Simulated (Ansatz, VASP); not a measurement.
**Bi2Se3 in VASP and in Ansatz**

Contents of INCAR:

```
PREC     = Accurate       # precision mode
ENCUT    = 520            # plane-wave cutoff, eV
EDIFF    = 1E-7           # SCF threshold, eV
ISMEAR   = 0              # smearing method
SIGMA    = 0.05           # smearing width, eV
LREAL    = Auto         
LASPH    = T              # aspherical terms in the spheres
NELM     = 80             # most SCF steps
ALGO     = Fast           # electronic algorithm
ISIF     = 2              # what is computed and relaxed
LWAVE    = F              # write WAVECAR
LCHARG   = T              # write CHGCAR
LDIPOL   = T            
IDIPOL   = 3            
DIPOL    = 0.5 0.5 0.500
GGA      = PE             # functional
IVDW     = 12             # dispersion correction
LELF     = T              # ELF
LVHAR    = T            
LVACPOTAV= T            
NBANDS   = 85             # bands
```

The input KPOINTS:

```
regular mesh
0
Gamma
  8 4 1
```

POSCAR

```
Bi2Se3
1.0
    4.1436100065      0.0000000000      0.0000000000
    0.0000000000      9.7896844454      0.0000000000
    0.0000000000      0.0000000000     24.8909696164
Se Bi
9 6
Direct
    0.5000000000      0.3162847390      0.3013140957
    0.5000000000      0.9104242683      0.3602032913
    0.5000000000      0.5045637977      0.4190924870
    0.0000000000      0.2267090073      0.4411108043
    0.0000000000      0.8208485367      0.5000000000
    0.0000000000      0.4149880660      0.5588891957
    0.5000000000      0.1371332757      0.5809075130
    0.5000000000      0.7312728050      0.6397967087
    0.5000000000      0.3254123344      0.6986859043
    0.0000000000      0.1306841506      0.3324763523
    0.0000000000      0.6901643861      0.3879302304
    0.5000000000      0.0411084189      0.4722730609
    0.5000000000      0.6005886544      0.5277269391
    0.0000000000      0.9515326873      0.6120697696
    0.0000000000      0.5110129228      0.6675236477
```

Input for Ansatz:

```yaml
crystal:
  lattice:
    - [4.1436099656, 0.0, 0.0]
    - [0.0, 9.7896844963, 0.0]
    - [0.0, 0.0, 24.8909695247]
  atoms:
    - { symbol: Se, position: [0.5, 0.3162847413, 0.3013140968] }
    - { symbol: Bi, position: [0.0, 0.1306841524, 0.3324763531] }
    - { symbol: Se, position: [0.5, 0.910424271, 0.360203292] }
    - { symbol: Bi, position: [0.0, 0.6901643896, 0.387930231] }
    - { symbol: Se, position: [0.5, 0.5045638008, 0.4190924873] }
    - { symbol: Se, position: [0.0, 0.2267090123, 0.4411108047] }
    - { symbol: Bi, position: [0.5, 0.0411084235, 0.472273061] }
    - { symbol: Se, position: [0.0, 0.8208485421, 0.5] }
    - { symbol: Bi, position: [0.5, 0.6005886607, 0.527726939] }
    - { symbol: Se, position: [0.0, 0.4149880718, 0.5588891953] }
    - { symbol: Se, position: [0.5, 0.1371332833, 0.5809075127] }
    - { symbol: Bi, position: [0.0, 0.9515326945, 0.612069769] }
    - { symbol: Se, position: [0.5, 0.7312728131, 0.639796708] }
    - { symbol: Bi, position: [0.0, 0.5110129317, 0.6675236469] }
    - { symbol: Se, position: [0.5, 0.3254123429, 0.6986859032] }
basis:
  ecutwfc: 420
kpoints:
  mp_grid: { grid: [8, 4, 1] }
hamiltonian:
  xc: pbe
  dispersion: d3bj
scf:
  occupations: { method: gaussian, width: 0.05 }
output:
  forces: true
  eigenvalues: true
  write_density: true
  write_potential: true
  elf: true
  volumetric_format: npy
efield:
  axis: 3
  dipole_correction: true
  ramp_width: 0.04
```

Alike in both runs: task single point; functional PBE; dispersion D3(BJ); k mesh 8 × 4 × 1; occupations gaussian, width 0.05 eV; no spin polarisation.

|  | VASP | Ansatz |
| --- | --- | --- |
| version | VASP 6.6.1 | Ansatz 0.2.0 |
| potentials or method | VASP PAW PBE potentials, release 64 (Se, Bi_d), cutoff 520 eV | scalar-relativistic, plane waves, PAW |
| valence electrons in the cell | 144 | 234 |

```tsv
	VASP	Ansatz	Ansatz less VASP
gap on the k mesh at the Fermi level (eV)	none	none	-
rms of the force components (eV/Å)	0.358	0.359	+0.0006
work function, face that differs most (eV)	5.30	5.30	-0.001
```

A gap of «none» marks a metal or a gap that the smearing closes. VASP's potentials hold 144 valence electrons a cell and Ansatz's 234, so a difference there can come from the potentials and not from the codes. Ansatz's warnings: xc potential rough in thin density.

Spin-orbit coupling is off throughout.
